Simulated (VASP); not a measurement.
# TlCl: relaxation of the atoms with PBE

The system is TlCl, a slab with vacuum.

```xyz
4
Lattice="3.8340 0.0000 0.0000 0.0000 3.8340 0.0000 0.0000 0.0000 21.7510" Properties=species:S:1:pos:R:3 pbc="T T T"
Tl    0.0000    0.0000    8.0000
Tl    0.0000    0.0000   11.8340
Cl    1.9170    1.9170    9.9170
Cl    1.9170    1.9170   13.7510
```

| Quantity | Value |
| --- | --- |
| Program | VASP 6.6.1 |
| Task | relaxation of the atoms |
| Functional | PBE |
| Potentials or basis | VASP PAW PBE potentials, release 64 (Tl_d, Cl) |
| Cutoff | 450 eV |
| k mesh | 4 × 4 × 1 |
| Occupations | methfessel-paxton, width 0.15 eV |
| Spin | no spin polarisation |
| Dipole correction | yes |
| Atoms held fixed (from 0) | [0, 2] |
| Further INCAR settings | ALGO = Normal; EDIFF = 1e-07; NELMDL = -8; IBRION = 2; EDIFFG = -0.03; NSW = 50 |

```yaml
Energy_gained_by_relaxing: 142.0 meV/atom
Ionic_steps: 13
Band_gap_on_the_k_mesh: 0.13 eV (least direct gap 0.32 eV)
```

Step by step:
| step | energy change (eV) | largest force on free atoms (eV/Å) | pressure (GPa) |
| --- | --- | --- | --- |
| 1 | 0.0000 | 1.3271 | -0.55 |
| 2 | -0.1097 | 1.2272 | -0.56 |
| 3 | -0.3852 | 0.7578 | -0.44 |
| 4 | -0.3580 | 0.7651 | 0.58 |
| 5 | -0.4615 | 0.2888 | -0.02 |
| 6 | -0.4636 | 0.2057 | -0.09 |
| 7 | -0.4694 | 0.1957 | -0.11 |
| 8 | -0.4852 | 0.1647 | -0.17 |
| 9 | -0.5109 | 0.1140 | -0.27 |
| 10 | -0.5423 | 0.1455 | -0.45 |
| 11 | -0.5516 | 0.2754 | -0.72 |
| 12 | -0.5620 | 0.1655 | -0.65 |
| 13 | -0.5680 | 0.0109 | -0.54 |

Final structure:
```
Tl Cl
1.0
     3.83400    0.00000    0.00000
     0.00000    3.83400    0.00000
     0.00000    0.00000   21.75100
Tl Cl
2 2
Cartesian
  0.0000 0.0000 8.0000
  0.0000 0.0000 13.1530
  1.9170 1.9170 9.9170
  1.9170 1.9170 14.4487
```

Levels at points of the mesh, in eV from the valence-band top:
```tsv
k point	band 16	band 17	band 18	band 19	band 20	band 21	band 22	band 23	band 24
(0.00, 0.00, 0.00)	-2.11	-2.11	-0.94	-0.94	-0.34	0.45	2.47	3.61	4.27
(0.50, 0.00, 0.00)	-2.90	-1.90	-1.45	-0.56	-0.19	0.13	2.27	3.74	4.32
(0.50, 0.50, 0.00)	-2.49	-2.41	-2.20	-2.20	-0.80	0.85	0.85	2.50	4.57
```

Run time: 23 min on 1 thread of Oxide Virtual Turin-like Processor, on a shared host, peak memory 0.32 GiB.

Caveat: spin-orbit coupling is left out, which moves the levels of the heavy elements.
